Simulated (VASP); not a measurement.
GeS, 8 atoms in the cell. The structure is orthorhombic, space group Pnma (No. 62). The conventional cell has a = 10.440 Å, b = 3.650 Å, c = 4.300 Å, α = 90.00°, β = 90.00°, γ = 90.00°. Ge (site symmetry m) has 6 S at 2.46 to 3.29 Å and 2 Ge at 3.25 Å within 3.3 Å. S (site symmetry m) has 6 Ge at 2.46 to 3.29 Å within 3.3 Å. 

* Program: VASP 6.6.1
* Task: relaxation of cell and atoms
* Functional: PBE
* Potentials or basis: VASP PAW PBE potentials, release 64 (Ge_d, S)
* Cutoff: 500 eV
* k mesh: 4 × 8 × 6
* Occupations: gaussian, width 0.02 eV
* Spin: no spin polarisation
* Dipole correction: no
* Further INCAR settings: ALGO = Normal; EDIFF = 1e-07; IBRION = 2; EDIFFG = -0.005; NSW = 100; ISIF = 3

Potentials or basis: VASP PAW PBE potentials, release 64 (Ge_d, S).

Run with:

```sh
$ cat potpaw_PBE.64/Ge_d/POTCAR potpaw_PBE.64/S/POTCAR > POTCAR
$ mpirun -np 1 vasp_std > vasp.out
```

Hardware: 1 thread of Intel(R) Xeon(R) 6975P-C (Granite Rapids) (shared host).

Question: How long does it take, and how much memory?

Answer: It took 67 min on 1 thread of Intel(R) Xeon(R) 6975P-C (Granite Rapids), with other jobs on the host, peak memory 0.49 GiB. Counts: scf iterations 324, k points 60, ion steps 40.
